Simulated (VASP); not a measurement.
# SrO (Fm-3m) in VASP: notebook

The runs below take SrO through single point, with LDA.

Program: VASP 6.6.1. These are calculated values, not measurements. Logs are shortened: lines on timing, memory, paths and dates and some standing lists are left out, and cuts for length are marked.

## 1. The cell of the first run

The structure is cubic, space group Fm-3m (No. 225). The conventional cell has a = 5.133 Å, b = 5.133 Å, c = 5.133 Å, α = 90.00°, β = 90.00°, γ = 90.00°. Sr (site symmetry m-3m) has 6 O at 2.57 Å within 3.4 Å. Within 3.4 Å of O (site symmetry m-3m) lie 6 Sr at 2.57 Å.

## 2. Single point, LDA

The input, INCAR:

```
SYSTEM = SrO
ALGO = Normal
EDIFF = 1E-6
ENCUT = 520
ISIF = 2
ISMEAR = -1
LASPH = .True.
LCHARG = .True.
LELF = .True.
LREAL = .False.
LVHAR = .True.
LWAVE = .False.
NBANDS = 15
NELM = 100
PREC = Accurate
SIGMA = 0.1
```

The input, KPOINTS:

```
k-points
0
Gamma
  8 8 8
  0 0 0
```

The input, POSCAR:

```
SrO
1.0
    0.0000000000      2.5663000000      2.5663000000
    2.5663000000      0.0000000000      2.5663000000
    2.5663000000      2.5663000000      0.0000000000
Sr O
1 1
Direct
    0.5000000000      0.5000000000      0.5000000000
    0.0000000000      0.0000000000      0.0000000000
```

Potentials or basis: VASP PAW LDA potentials, release 64 (Sr_sv, O).

Run with:

```bash
> cat potpaw_LDA.64/Sr_sv/POTCAR potpaw_LDA.64/O/POTCAR > POTCAR
> mpirun -np 1 vasp_std > vasp.out
```

OUTCAR:

```text
SYSTEM = SrO
   EDIFF = 1E-6
   ENCUT = 520
   ISIF = 2
   ISMEAR = -1
   LASPH = .True.
   LREAL = .False.
   NELM = 100
   PREC = Accurate

 ion  position               nearest neighbor table
   1  0.500  0.500  0.500-   2 2.57   2 2.57   2 2.57   2 2.57   2 2.57   2 2.57
   2  0.000  0.000  0.000-   1 2.57   1 2.57   1 2.57   1 2.57   1 2.57   1 2.57

  LATTYP: Found a face centered cubic cell.
 ALAT       =     5.1326000000

  Lattice vectors:

 A1 = (   0.0000000000,   2.5663000000,   2.5663000000)
 A2 = (   2.5663000000,   0.0000000000,   2.5663000000)
 A3 = (   2.5663000000,   2.5663000000,   0.0000000000)

Analysis of symmetry for initial positions (statically):
=====================================================================
 Subroutine PRICEL returns:
 Original cell was already a primitive cell.

 Routine SETGRP: Setting up the symmetry group for a
 face centered cubic supercell.

 Subroutine GETGRP returns: Found 48 space group operations
[... 9 lines left out ...]

 Routine SETGRP: Setting up the symmetry group for a
 face centered cubic supercell.

 Subroutine GETGRP returns: Found 48 space group operations
[... 11 lines left out ...]
                                     Primitive cell

  volume of cell :      33.8028

  direct lattice vectors                    reciprocal lattice vectors
     0.000000000  2.566300000  2.566300000    -0.194833028  0.194833028  0.194833028
     2.566300000  0.000000000  2.566300000     0.194833028 -0.194833028  0.194833028
     2.566300000  2.566300000  0.000000000     0.194833028  0.194833028 -0.194833028

  length of vectors
     3.629296265  3.629296265  3.629296265     0.337460704  0.337460704  0.337460704

  position of ions in fractional coordinates (direct lattice)
     0.500000000  0.500000000  0.500000000
     0.000000000  0.000000000  0.000000000

  ion indices of the primitive-cell ions
   primitive index   ion index
                 1           1
                 2           2

----------------------------------------------------------------------------------------

 KPOINTS: k-points

Automatic generation of k-mesh.
 Grid dimensions read from file:
 generate k-points for:    8    8    8

 Generating k-lattice:

  Cartesian coordinates                     Fractional coordinates (reciprocal lattice)
    -0.024354129  0.024354129  0.024354129     0.125000000  0.000000000  0.000000000
     0.024354129 -0.024354129  0.024354129     0.000000000  0.125000000  0.000000000
     0.024354129  0.024354129 -0.024354129     0.000000000  0.000000000  0.125000000

  Length of vectors
     0.042182588  0.042182588  0.042182588

  Shift w.r.t. Gamma in fractional coordinates (k-lattice)
     0.000000000  0.000000000  0.000000000

 Subroutine IBZKPT returns following result:
 ===========================================

 Found     29 irreducible k-points:

 Following reciprocal coordinates:
            Coordinates               Weight
  0.000000  0.000000  0.000000      1.000000
  0.125000  0.000000  0.000000      8.000000
  0.250000  0.000000  0.000000      8.000000
  0.375000  0.000000  0.000000      8.000000
  0.500000  0.000000  0.000000      4.000000
  0.125000  0.125000  0.000000      6.000000
[... 16 lines left out ...]
  0.500000  0.250000  0.125000     48.000000
 -0.375000  0.250000  0.125000     24.000000
 [... further k-points ...]
   k-points           NKPTS =     29   k-points in BZ     NKDIM =     29   number of bands    NBANDS=     15
   number of dos      NEDOS =    301   number of ions     NIONS =      2
   total plane-waves  NPLWV =  21952
   dimension x,y,z NGX =    28 NGY =   28 NGZ =   28
   dimension x,y,z NGXF=    56 NGYF=   56 NGZF=   56
   ions per type =               1   1
   NGX,Y,Z   is equivalent  to a cutoff of  12.83, 12.83, 12.83 a.u.
   NGXF,Y,Z  is equivalent  to a cutoff of  25.65, 25.65, 25.65 a.u.
 SYSTEM =  SrO
   PREC   = accura    normal or accurate (medium, high low for compatibility)
   ISTART =      0    job   : 0-new  1-cont  2-samecut
   ICHARG =      2    charge: 1-file 2-atom 10-const
   ISPIN  =      1    spin polarized calculation?
   LNONCOLLINEAR =      F non collinear calculations
   LSORBIT =      F    spin-orbit coupling
   LASPH  =      T    aspherical Exc in radial PAW
   ENCUT  =  520.0 eV  38.22 Ry    6.18 a.u.   6.75  6.75  6.75*2*pi/ulx,y,z
   NELM   =    100;   NELMIN=  2; NELMDL= -5     # of ELM steps
   EDIFF  = 0.1E-05   stopping-criterion for ELM
   LREAL  =      F    real-space projection
   EDIFFG = 0.1E-04   stopping-criterion for IOM
   NSW    =      0    number of steps for IOM
   IBRION =     -1    ionic relax: 0-MD 1-quasi-New 2-CG
   NFREE  =      0    steps in history (QN), initial steepest desc. (CG)
   ISIF   =      2    stress and relaxation
   ISYM   =      2    0-nonsym 1-usesym 2-fastsym
   POTIM  = 0.5000    time-step for ionic-motion
   TEBEG  =    0.0;   TEEND  =   0.0 temperature during run
   PSTRESS=    0.0 pullay stress
   NELECT =      16.0000    total number of electrons
   NUPDOWN=      -1.0000    fix difference up-down
   EMIN   =  10.00;   EMAX   =-10.00  energy-range for DOS
   EFERMI =   0.00;   METHOD = LEGACY
   ISMEAR =    -1;   SIGMA  =   0.10  broadening in eV -4-tet -1-fermi 0-gaus
   EFERMI_NEDOS =   21; number of points for ismear=-14 and -15
   IALGO  =     38    algorithm
   IMIX   =      4    mixing-type and parameters
     AMIX     =   0.40;   BMIX     =  1.00
     AMIX_MAG =   1.60;   BMIX_MAG =  1.00
  volume/ion in A,a.u.               =      16.90       114.06
  Fermi-wavevector in a.u.,A,eV,Ry     =   1.275843  2.410995 22.147245  1.627777
  Thomas-Fermi vector in A             =   2.408533
   LORBIT       =      0    0 simple, 1 ext, 2 COOP (PROOUT), +10 PAW based schemes
   GGA     = CA    functional components
   LHFCALC =     F    Hartree Fock is set to
   AEXX    =    0.0000 exact exchange contribution
   IVDW    =     0    specifies the selected vdW correction
   LEPSILON=     F    determine dielectric tensor
   LRPA    =     F    only Hartree local field effects (RPA)
 non-spin polarized calculation
  energy-cutoff  :      520.00
  volume of cell :       33.80
 maximum number of plane-waves:       941
   NGX = 13   NGY = 13   NGZ = 13

 number of electron      15.9999996 magnetization

 Free energy of the ion-electron system (eV)
  ---------------------------------------------------
  ext. energy  EPLUGINS =         0.00000000
  ---------------------------------------------------
  free energy    TOTEN  =       -13.37758083 eV

  energy without entropy =      -13.37758080  energy(sigma->0) =      -13.37758081

 E-fermi :   3.0327     XC(G=0): -10.5532

 val. band max:        1.3698337841   @ k =   0.0000   0.0000   0.0000
 cond. band min:       4.4651729911   @ k =   0.5000   0.5000   0.0000
 fundamental gap:      3.0953392070
 Fermi energy:         3.0326632704

 k-point     1 :       0.0000    0.0000    0.0000
  band No.  band energies     occupation
      1     -30.6959      2.00000
      2     -13.3975      2.00000
      3     -12.4164      2.00000
      4     -12.4164      2.00000
      5     -12.4164      2.00000
      6       1.3698      2.00000
      7       1.3698      2.00000
      8       1.3698      2.00000
      9       5.2092      0.00000
     10       7.4856      0.00000
     11       7.4856      0.00000
     12       7.4856      0.00000
     13       9.7223      0.00000
     14       9.7223      0.00000
     15      13.8367      0.00000

 k-point     2 :       0.1250    0.0000    0.0000
  band No.  band energies     occupation
      1     -30.6745      2.00000
      2     -13.8102      2.00000
      3     -12.4294      2.00000
      4     -12.4294      2.00000
      5     -12.0540      2.00000
      6       0.8948      2.00000
      7       1.1659      2.00000
      8       1.1659      2.00000
      9       5.9218      0.00000
     10       7.3256      0.00000
     11       7.7985      0.00000
     12       7.7985      0.00000
     13      10.1395      0.00000
     14      10.1395      0.00000
     15      14.8644      0.00000

 k-point     3 :       0.2500    0.0000    0.0000
  band No.  band energies     occupation
      1     -30.6224      2.00000
      2     -14.4239      2.00000
      3     -12.4602      2.00000
      4     -12.4602      2.00000
      5     -11.5629      2.00000
      6       0.0384      2.00000
      7       0.7272      2.00000
      8       0.7272      2.00000
      9       7.2527      0.00000
     10       7.4743      0.00000
     11       8.6494      0.00000
     12       8.6494      0.00000
     13      11.1804      0.00000
     14      11.1804      0.00000
     15      16.9454      0.00000

 k-point     4 :       0.3750    0.0000    0.0000
  band No.  band energies     occupation
      1     -30.5693      2.00000
      2     -14.8758      2.00000
      3     -12.4905      2.00000
      4     -12.4905      2.00000
      5     -11.2336      2.00000
      6      -0.6355      2.00000
      7       0.3445      2.00000
      8       0.3445      2.00000
      9       7.5947      0.00000
     10       8.9869      0.00000
     11       9.6936      0.00000
     12       9.6936      0.00000
     13      12.4788      0.00000
     14      12.4788      0.00000
     15      16.8385      0.00000
[... 307 lines left out ...]
 k-point    22 :       0.3750    0.2500    0.1250
  band No.  band energies     occupation
      1     -30.5844      2.00000
      2     -14.4512      2.00000
      3     -12.6939      2.00000
      4     -12.5238      2.00000
      5     -11.6050      2.00000
      6      -0.1439      2.00000
      7       0.6514      2.00000
      8       1.0885      2.00000
      9       6.2957      0.00000
     10       7.8062      0.00000
     11       9.5473      0.00000
     12       9.9226      0.00000
     13      11.3471      0.00000
     14      12.1465      0.00000
     15      17.8133      0.00000

 k-point    23 :       0.5000    0.2500    0.1250
  band No.  band energies     occupation
      1     -30.5423      2.00000
      2     -14.6332      2.00000
      3     -12.8073      2.00000
      4     -12.6021      2.00000
      5     -11.5270      2.00000
      6      -0.2197      2.00000
      7       0.4125      2.00000
      8       0.8394      2.00000
      9       6.8137      0.00000
     10       8.4571      0.00000
     11      10.2692      0.00000
     12      10.4270      0.00000
     13      12.4820      0.00000
     14      13.4152      0.00000
     15      15.5137      0.00000

 k-point    24 :      -0.3750    0.2500    0.1250
  band No.  band energies     occupation
      1     -30.5247      2.00000
      2     -14.7054      2.00000
      3     -12.8320      2.00000
      4     -12.6594      2.00000
      5     -11.4958      2.00000
      6      -0.2601      2.00000
      7       0.4858      2.00000
      8       0.5691      2.00000
      9       7.6419      0.00000
     10       7.9964      0.00000
     11      10.6841      0.00000
     12      10.8646      0.00000
     13      13.0334      0.00000
     14      14.2917      0.00000
     15      14.5685      0.00000

 [... further k-points ...]
[... 5 lines left out ...]
  --------------------------------------------------------------------------------------
  -------------------------------------------------------------------------------------
  Total       -0.6601495     -0.6601495     -0.6601495     -0.0000000      0.0000000     -0.0000000
  in kB      -31.2896440    -31.2896440    -31.2896440     -0.0000000      0.0000000     -0.0000000
  external PRESSURE =     -31.2896440 kB  Pullay stress =       0.0000000 kB

 VOLUME and BASIS-vectors are now :
 -----------------------------------------------------------------------------
  energy-cutoff  :      520.00
  volume of cell :       33.80
      direct lattice vectors                 reciprocal lattice vectors
     0.000000000  2.566300000  2.566300000    -0.194833028  0.194833028  0.194833028
     2.566300000  0.000000000  2.566300000     0.194833028 -0.194833028  0.194833028
     2.566300000  2.566300000  0.000000000     0.194833028  0.194833028 -0.194833028

 POSITION                                       TOTAL-FORCE (eV/Angst)
 -----------------------------------------------------------------------------------
      2.56630      2.56630      2.56630         0.000000      0.000000     -0.000000
      0.00000      0.00000      0.00000        -0.000000     -0.000000      0.000000
 -----------------------------------------------------------------------------------
    total drift:                                0.000000      0.000000      0.000000

  FREE ENERGIE OF THE ION-ELECTRON SYSTEM (eV)
  ---------------------------------------------------
  free  energy   TOTEN  =       -13.3775808281 eV

  energy  without entropy=      -13.3775807996  energy(sigma->0) =      -13.37758081
```

It took 9.6 s on 1 thread of Intel Xeon Platinum 8488C (Sapphire Rapids), shared host; peak memory 0.14 GiB.

What came out:

```
Free energy            : -13.3776 eV
Pressure               : -3.1 GPa
Band gap on the k mesh : 3.10 eV, indirect (least direct gap 3.18 eV)
```

## 3. Single point, LDA

The input, INCAR:

```
PREC = Accurate
ENCUT = 520
EDIFF = 1E-6
ISMEAR = -1
SIGMA = 0.1
LREAL = False
LASPH = True
NELM = 100
ALGO = Normal
ISIF = 2
LWAVE = False
LCHARG = False
NBANDS = 15
```

The input, KPOINTS:

```
Automatic mesh
0
Gamma
  10 10 10
```

POSCAR is that of step 2.

Potentials or basis: VASP PAW LDA potentials, release 64 (Sr_sv, O).

Run with:

```bash
> cat potpaw_LDA.64/Sr_sv/POTCAR potpaw_LDA.64/O/POTCAR > POTCAR
> mpirun -np 1 vasp_std > vasp.out
```

Run time: 13 s. Hardware: 1 thread of Intel Xeon Platinum 8488C (Sapphire Rapids), shared host; peak memory 0.15 GiB.

Results (log left out):

```
Free energy            : -13.3776 eV
Pressure               : -3.1 GPa
Band gap on the k mesh : 3.10 eV, indirect (least direct gap 3.18 eV)
```

Levels at points of the mesh, in eV from the valence-band top:
| k point | band 5 | band 6 | band 7 | band 8 | band 9 | band 10 | band 11 | band 12 |
| --- | --- | --- | --- | --- | --- | --- | --- | --- |
| (0.00, 0.00, 0.00) | -13.79 | 0.00 | 0.00 | 0.00 | 3.84 | 6.12 | 6.12 | 6.12 |
| (0.50, 0.00, 0.00) | -12.49 | -2.25 | -1.17 | -1.17 | 6.47 | 8.31 | 8.83 | 8.83 |
| (0.50, 0.50, 0.00) | -14.18 | -0.42 | -0.08 | -0.08 | 3.10 | 7.80 | 10.22 | 10.22 |

A k mesh can miss the band edges. Expect the measured gap to be larger: semilocal functionals such as LDA lack the derivative discontinuity.
